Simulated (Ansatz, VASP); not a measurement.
One calculation of Co, two programs

```
Co
1.0
    -1.22662    1.22662    1.22662
     1.22662   -1.22662    1.22662
     1.22662    1.22662   -1.22662
Co
1
Direct
  0.00000 0.00000 0.00000
```

Change from the starting cell: volume scaled by 0.7, LAPW.

Alike in both runs: task single point; functional PBE; k mesh 21 × 21 × 21; occupations fermi-dirac, width 0.05 eV; no spin polarisation.

|  | VASP | Ansatz |
| --- | --- | --- |
| version | VASP 6.6.1 | Ansatz 0.2.0 |
| potentials or method | VASP PAW PBE potentials, release 64 (Co), cutoff 520 eV | all-electron LAPW, scalar-relativistic |

Ansatz gave:

* pressure (GPa): 195.6

Task: What did VASP give for the same quantities?

Result: Pressure (GPa): 192.6.

Both programs put the cell under a high pressure, so it lies far from rest at this level. Ansatz ran all-electron here, and VASP with PAW potentials.

Noted on VASP's run: the cell as given lies far from equilibrium.
